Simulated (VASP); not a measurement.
# TiCo2 (Fd-3m) in VASP: single point with PBEsol

Aim: the single point of TiCo2 with PBEsol.

Program: VASP 6.6.1. These are calculated values, not measurements. Logs are shortened: lines on timing, memory, paths and dates and some standing lists are left out, and cuts for length are marked.

**1. The cell of the first run**

Symmetry: Fd-3m, No. 227, cubic system. Conventional cell: a = 6.553 Å, b = 6.553 Å, c = 6.553 Å, α = 90.00°, β = 90.00°, γ = 90.00°. Within 3.6 Å of Ti (site symmetry -43m) lie 12 Co at 2.72 Å and 4 Ti at 2.84 Å. Co (site symmetry -3m) has 6 Co at 2.32 Å and 6 Ti at 2.72 Å within 3.1 Å.

**2. Single point, PBEsol**

Input file POSCAR:

```
TiCo2
1.0
    0.0000000000      3.2763184178      3.2763184178
    3.2763184178      0.0000000000      3.2763184178
    3.2763184178      3.2763184178      0.0000000000
Ti Co
2 4
Direct
    0.5000000000      0.5000000000      0.5000000000
    0.7500000000      0.7500000000      0.7500000000
    0.1250000000      0.1250000000      0.1250000000
    0.6250000000      0.1250000000      0.1250000000
    0.1250000000      0.1250000000      0.6250000000
    0.1250000000      0.6250000000      0.1250000000
```

Input file INCAR.step1:

```
PREC = Accurate ; ENCUT = 520
EDIFF = 1E-6 ; ISMEAR = 0
SIGMA = 0.1 ; LREAL = False
LASPH = True ; NELM = 80
ALGO = Fast ; ISIF = 2
LWAVE = False ; LCHARG = True
LMAXMIX = 4 ; GGA = PS
NBANDS = 39
```

Input file KPOINTS.step1:

```
regular mesh
0
Gamma
  10 10 10
```

Input file INCAR.step2:

```
PREC = Accurate ; ENCUT = 520
EDIFF = 1E-6 ; ISMEAR = -5
SIGMA = 0.1 ; LREAL = False
LASPH = True ; NELM = 80
ALGO = Fast ; ISIF = 2
LWAVE = False ; LCHARG = False
LMAXMIX = 4 ; GGA = PS
LORBIT = 11 ; NEDOS = 2001
ICHARG = 11
```

Input file KPOINTS.step2:

```
regular mesh
0
Gamma
  15 15 15
```

Potentials or basis: VASP PAW PBE potentials, release 64 (Ti_sv, Co).

On the command line:

```bash
$ cat potpaw_PBE.64/Ti_sv/POTCAR potpaw_PBE.64/Co/POTCAR > POTCAR
$ cp INCAR.step1 INCAR
$ cp KPOINTS.step1 KPOINTS
$ mpirun -np 1 vasp_std > vasp.out
$ cp INCAR.step2 INCAR
$ cp KPOINTS.step2 KPOINTS
$ mpirun -np 1 vasp_std > vasp.out
```

OUTCAR:

```text
PREC = Accurate
   ENCUT = 520
   EDIFF = 1E-6
   ISMEAR = -5
   LREAL = False
   LASPH = True
   NELM = 80
   ISIF = 2
   GGA = PS
   LORBIT = 11
   ICHARG = 11

 ion  position               nearest neighbor table
   1  0.500  0.500  0.500-   5 2.72   6 2.72   4 2.72   5 2.72   4 2.72   6 2.72   4 2.72   5 2.72
                             6 2.72   3 2.72   3 2.72   3 2.72   2 2.84   2 2.84   2 2.84   2 2.84
   2  0.750  0.750  0.750-   4 2.72   5 2.72   6 2.72   4 2.72   6 2.72   4 2.72   5 2.72   5 2.72
                             6 2.72   3 2.72   3 2.72   3 2.72   1 2.84   1 2.84   1 2.84   1 2.84
   3  0.125  0.125  0.125-   4 2.32   5 2.32   6 2.32   5 2.32   6 2.32   4 2.32   1 2.72   2 2.72
                             1 2.72   2 2.72   1 2.72   2 2.72
   4  0.625  0.125  0.125-   3 2.32   5 2.32   6 2.32   3 2.32   5 2.32   6 2.32   2 2.72   1 2.72
                             1 2.72   2 2.72   2 2.72   1 2.72
   5  0.125  0.125  0.625-   3 2.32   3 2.32   4 2.32   6 2.32   6 2.32   4 2.32   1 2.72   2 2.72
                             1 2.72   2 2.72   1 2.72   2 2.72
   6  0.125  0.625  0.125-   3 2.32   5 2.32   3 2.32   4 2.32   5 2.32   4 2.32   2 2.72   1 2.72
                             2 2.72   2 2.72   1 2.72   1 2.72

  LATTYP: Found a face centered cubic cell.
 ALAT       =     6.5526368356

  Lattice vectors:

 A1 = (   0.0000000000,   3.2763184178,   3.2763184178)
 A2 = (   3.2763184178,   0.0000000000,   3.2763184178)
 A3 = (   3.2763184178,   3.2763184178,   0.0000000000)

Analysis of symmetry for initial positions (statically):
=====================================================================
 Subroutine PRICEL returns:
 Original cell was already a primitive cell.

 Routine SETGRP: Setting up the symmetry group for a
 face centered cubic supercell.

 Subroutine GETGRP returns: Found 48 space group operations
 (whereof 24 operations were pure point group operations)
 out of a pool of 48 trial point group operations.

The static configuration has the point symmetry T_d .
 The point group associated with its full space group is O_h .

Analysis of symmetry for dynamics (positions and initial velocities):
=====================================================================
 Subroutine PRICEL returns:
 Original cell was already a primitive cell.

 Routine SETGRP: Setting up the symmetry group for a
 face centered cubic supercell.

 Subroutine GETGRP returns: Found 48 space group operations
 (whereof 24 operations were pure point group operations)
 out of a pool of 48 trial point group operations.

The dynamic configuration has the point symmetry T_d .
 The point group associated with its full space group is O_h .

 Subroutine INISYM returns: Found 48 space group operations
 (whereof 24 operations are pure point group operations),
 and found     1 'primitive' translations

----------------------------------------------------------------------------------------

                                     Primitive cell

  volume of cell :      70.3377

  direct lattice vectors                    reciprocal lattice vectors
     0.000000000  3.276318418  3.276318418    -0.152610319  0.152610319  0.152610319
     3.276318418  0.000000000  3.276318418     0.152610319 -0.152610319  0.152610319
     3.276318418  3.276318418  0.000000000     0.152610319  0.152610319 -0.152610319

  length of vectors
     4.633413941  4.633413941  4.633413941     0.264328827  0.264328827  0.264328827

  position of ions in fractional coordinates (direct lattice)
     0.500000000  0.500000000  0.500000000
     0.750000000  0.750000000  0.750000000
     0.125000000  0.125000000  0.125000000
     0.625000000  0.125000000  0.125000000
     0.125000000  0.125000000  0.625000000
     0.125000000  0.625000000  0.125000000

  ion indices of the primitive-cell ions
   primitive index   ion index
                 1           1
                 2           2
                 3           3
                 4           4
                 5           5
                 6           6

----------------------------------------------------------------------------------------

 KPOINTS: regular mesh

Automatic generation of k-mesh.
 Grid dimensions read from file:
 generate k-points for:   15   15   15

 Generating k-lattice:

  Cartesian coordinates                     Fractional coordinates (reciprocal lattice)
    -0.010174021  0.010174021  0.010174021     0.066666667  0.000000000  0.000000000
     0.010174021 -0.010174021  0.010174021     0.000000000  0.066666667  0.000000000
     0.010174021  0.010174021 -0.010174021     0.000000000  0.000000000  0.066666667

  Length of vectors
     0.017621922  0.017621922  0.017621922

  Shift w.r.t. Gamma in fractional coordinates (k-lattice)
     0.000000000  0.000000000  0.000000000

 TETIRR: Found    484 inequivalent tetrahedra from    20250

 Subroutine IBZKPT returns following result:
 ===========================================

 Found    120 irreducible k-points:

 Following reciprocal coordinates:
            Coordinates               Weight
  0.000000  0.000000  0.000000      1.000000
  0.066667  0.000000  0.000000      8.000000
  0.133333  0.000000  0.000000      8.000000
  0.200000  0.000000  0.000000      8.000000
  0.266667  0.000000  0.000000      8.000000
  0.333333  0.000000  0.000000      8.000000
[... 16 lines left out ...]
  0.133333  0.133333  0.000000      6.000000
  0.200000  0.133333  0.000000     24.000000
 [... further k-points ...]
   k-points           NKPTS =    120   k-points in BZ     NKDIM =    120   number of bands    NBANDS=     36
   number of dos      NEDOS =   2001   number of ions     NIONS =      6
   total plane-waves  NPLWV =  46656
   dimension x,y,z NGX =    36 NGY =   36 NGZ =   36
   dimension x,y,z NGXF=    72 NGYF=   72 NGZF=   72
   ions per type =               2   4
   NGX,Y,Z   is equivalent  to a cutoff of  12.92, 12.92, 12.92 a.u.
   NGXF,Y,Z  is equivalent  to a cutoff of  25.83, 25.83, 25.83 a.u.
 SYSTEM =  unknown system
   PREC   = accura    normal or accurate (medium, high low for compatibility)
   ISTART =      0    job   : 0-new  1-cont  2-samecut
   ICHARG =     11    charge: 1-file 2-atom 10-const
   ISPIN  =      1    spin polarized calculation?
   LNONCOLLINEAR =      F non collinear calculations
   LSORBIT =      F    spin-orbit coupling
   LASPH  =      T    aspherical Exc in radial PAW
   ENCUT  =  520.0 eV  38.22 Ry    6.18 a.u.   8.62  8.62  8.62*2*pi/ulx,y,z
   NELM   =     80;   NELMIN=  2; NELMDL=  0     # of ELM steps
   EDIFF  = 0.1E-05   stopping-criterion for ELM
   LREAL  =      F    real-space projection
   EDIFFG = 0.1E-04   stopping-criterion for IOM
   NSW    =      0    number of steps for IOM
   IBRION =     -1    ionic relax: 0-MD 1-quasi-New 2-CG
   NFREE  =      0    steps in history (QN), initial steepest desc. (CG)
   ISIF   =      2    stress and relaxation
   ISYM   =      2    0-nonsym 1-usesym 2-fastsym
   POTIM  = 0.5000    time-step for ionic-motion
   TEBEG  =    0.0;   TEEND  =   0.0 temperature during run
   PSTRESS=    0.0 pullay stress
   NELECT =      60.0000    total number of electrons
   NUPDOWN=      -1.0000    fix difference up-down
   EMIN   =  10.00;   EMAX   =-10.00  energy-range for DOS
   EFERMI =   0.00;   METHOD = LEGACY
   ISMEAR =    -5;   SIGMA  =   0.10  broadening in eV -4-tet -1-fermi 0-gaus
   EFERMI_NEDOS =   21; number of points for ismear=-14 and -15
   IALGO  =     68    algorithm
   IMIX   =      4    mixing-type and parameters
     AMIX     =   0.40;   BMIX     =  1.00
     AMIX_MAG =   1.60;   BMIX_MAG =  1.00
  volume/ion in A,a.u.               =      11.72        79.11
  Fermi-wavevector in a.u.,A,eV,Ry     =   1.552610  2.934008 32.798190  2.410599
  Thomas-Fermi vector in A             =   2.656961
   LORBIT       =     11    0 simple, 1 ext, 2 COOP (PROOUT), +10 PAW based schemes
   GGA     = PS    functional components
   LHFCALC =     F    Hartree Fock is set to
   AEXX    =    0.0000 exact exchange contribution
   IVDW    =     0    specifies the selected vdW correction
   LEPSILON=     F    determine dielectric tensor
   LRPA    =     F    only Hartree local field effects (RPA)
 non-spin polarized calculation
 RMM-DIIS sequential band-by-band and
 Fermi weights with tetrahedron method with Bloechl corrections
  energy-cutoff  :      520.00
  volume of cell :       70.34
 maximum number of plane-waves:      1917

 number of electron      59.9999979 magnetization

 Free energy of the ion-electron system (eV)
  ---------------------------------------------------
  ext. energy  EPLUGINS =         0.00000000
  ---------------------------------------------------
  free energy    TOTEN  =       -49.72207901 eV

  energy without entropy =      -49.72207901  energy(sigma->0) =      -49.72207901

 E-fermi :  10.6219     XC(G=0): -13.3250

 val. band max:       10.6339414977   @ k =   0.2667   0.0667   0.0000
 cond. band min:      10.5878478624   @ k =   0.2000   0.0000   0.0000
 fundamental gap:     -0.0460936353
 Fermi energy:        10.6218959179

 k-point     1 :       0.0000    0.0000    0.0000
  band No.  band energies     occupation
      1     -46.2301      2.00000
      2     -46.1203      2.00000
      3     -22.6474      2.00000
      4     -22.6474      2.00000
      5     -22.6474      2.00000
      6     -22.4166      2.00000
[... 28 lines left out ...]
     35      11.6570      0.00000
     36      11.6673      0.00000
[... 866 lines left out ...]
      6     -22.4337      2.00000
[... 28 lines left out ...]
     35      11.4377      0.00000
     36      11.7673      0.00000

 [... further k-points ...]

------------------------ aborting loop because EDIFF is reached ----------------------------------------

  FORCE on cell =-STRESS in cart. coord.  units (eV):
  Direction    XX          YY          ZZ          XY          YZ          ZX
  --------------------------------------------------------------------------------------
  -------------------------------------------------------------------------------------
  Total        0.3143239      0.3143239      0.3143239      0.0000000      0.0000000      0.0000000
  in kB        7.1597801      7.1597801      7.1597801      0.0000000      0.0000000      0.0000000
  external PRESSURE =       7.1597801 kB  Pullay stress =       0.0000000 kB

 VOLUME and BASIS-vectors are now :
 -----------------------------------------------------------------------------
  energy-cutoff  :      520.00
  volume of cell :       70.34
      direct lattice vectors                 reciprocal lattice vectors
     0.000000000  3.276318418  3.276318418    -0.152610319  0.152610319  0.152610319
     3.276318418  0.000000000  3.276318418     0.152610319 -0.152610319  0.152610319
     3.276318418  3.276318418  0.000000000     0.152610319  0.152610319 -0.152610319

 POSITION                                       TOTAL-FORCE (eV/Angst)
 -----------------------------------------------------------------------------------
      3.27632      3.27632      3.27632         0.000000     -0.000000      0.000000
      4.91448      4.91448      4.91448        -0.000000     -0.000000     -0.000000
      0.81908      0.81908      0.81908        -0.000000      0.000000     -0.000000
      0.81908      2.45724      2.45724        -0.000000      0.000000     -0.000000
      2.45724      2.45724      0.81908        -0.000000      0.000000     -0.000000
      2.45724      0.81908      2.45724        -0.000000      0.000000     -0.000000
 -----------------------------------------------------------------------------------
    total drift:                                0.000000      0.000000      0.000000

  FREE ENERGIE OF THE ION-ELECTRON SYSTEM (eV)
  ---------------------------------------------------
  free  energy   TOTEN  =       -49.7220790112 eV

  energy  without entropy=      -49.7220790112  energy(sigma->0) =      -49.72207901

 total charge

# of ion       s       p       d       tot
------------------------------------------
    1        2.230   6.166   1.862  10.258
    2        2.230   6.166   1.862  10.258
    3        0.566   0.610   7.356   8.532
    4        0.566   0.610   7.356   8.532
    5        0.566   0.610   7.356   8.532
    6        0.566   0.610   7.356   8.532
--------------------------------------------------
tot          6.723  14.771  33.150  54.644
```

Wall time 22 min (1 thread of Intel Xeon 8259CL, shared host); peak memory 0.38 GiB.

What came out:

- Valence electrons inside the program's atomic spheres: Ti 10.26; Co 8.53

Levels at points of the mesh, in eV from the Fermi level:
```csv
k point,band 26,band 27,band 28,band 29,band 30,band 31,band 32,band 33,band 34,band 35
"(0.00, 0.00, 0.00)",-0.76,-0.65,-0.65,-0.58,-0.58,-0.58,0.84,0.84,0.85,1.04
```

Caveat: the PAW data sets were made with another functional, which shifts forces and pressure a little; the run has no spin polarisation, though such a crystal can be magnetic; tetrahedron occupations give inexact forces and stress in metals. Spin polarisation is off, so any magnetic state and its effect on volume and gap are missing.
